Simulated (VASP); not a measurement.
Crystal: SrO.

```
Sr O
1.0
     0.00000    2.58378    2.58378
     2.58378    0.00000    2.58378
     2.58378    2.58378    0.00000
Sr O
1 1
Direct
  0.50000 0.50000 0.50000
  0.00000 0.00000 0.00000
```

Program: VASP 6.6.1. Alike in all runs: task single point; potentials or basis VASP PAW PBE potentials, release 64 (Sr_sv, O); no spin polarisation; cell as given; smearing gaussian 0.1 eV.

**Question.** Order these runs on this cell by their band gap on the k mesh, lowest first.
A. level r2SCAN+U; U O p U = 1.1 eV; k mesh 2 × 2 × 2; cutoff (eV) 660
B. level PBE+U; U O p U = 1.7 eV; k mesh 2 × 2 × 2; cutoff (eV) 600
C. level PBE+U; U O p U = 5.9 eV; k mesh 6 × 6 × 6; cutoff (eV) 600

**Answer.** B (3.10 eV), C (3.38 eV), A (3.57 eV).

Caveats: some runs use coarse meshes.

A k mesh can miss the band edges.
